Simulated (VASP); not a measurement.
Set up this calculation in VASP 6.6.1, as the native input.

| Property | Result |
| --- | --- |
| Task | relaxation of cell and atoms |
| Functional | PBE |
| Potentials or basis | VASP PAW PBE potentials, release 64 (Pd, Rh_pv) |
| Cutoff | 600 eV |
| k mesh | 14 × 14 × 14 |
| Occupations | gaussian, width 0.1 eV |
| Spin | no spin polarisation |
| Dipole correction | no |
| Further INCAR settings | ALGO = Fast; EDIFF = 1e-06; IBRION = 2; EDIFFG = -0.01; NSW = 100; ISIF = 3 |

The structure of PdRh2 lies in POSCAR:

```
PdRh2
1.0
    0.0000000000      2.9539125236      2.9539125236
    2.9539125236      0.0000000000      2.9539125236
    2.9539125236      2.9539125236      0.0000000000
Pd Rh
1 2
Direct
    0.0000000000      0.0000000000      0.0000000000
    0.2500000000      0.2500000000      0.2500000000
    0.7500000000      0.7500000000      0.7500000000
```

These files were run (other wordings do the same):

INCAR

```
PREC = Accurate
ENCUT = 600
EDIFF = 1E-6
ISMEAR = 0
SIGMA = 0.1
LREAL = False
LASPH = True
NELM = 60
ALGO = Fast
ISIF = 3
LWAVE = False
LCHARG = False
GGA = PE
IBRION = 2
NSW = 100
EDIFFG = -0.01
```

KPOINTS

```
Automatic mesh
0
Gamma
  14 14 14
```

Potentials or basis: VASP PAW PBE potentials, release 64 (Pd, Rh_pv).

The run is started by

```sh
$ cat potpaw_PBE.64/Pd/POTCAR potpaw_PBE.64/Rh_pv/POTCAR > POTCAR
$ mpirun -np 1 vasp_std > vasp.out
```

It gave:

```yaml
Pressure_after_relaxing: 0.0 GPa
Band_gap_on_the_k_mesh: zero (bands 20 and 21 overlap by 0.46 eV)
```

Caveat: the relaxation stopped at its first step, so nothing moved.

Wall time 85 s on 1 thread of AMD EPYC 9R45 96-Core Processor (Zen 5), with other jobs on the host, peak memory 0.29 GiB.
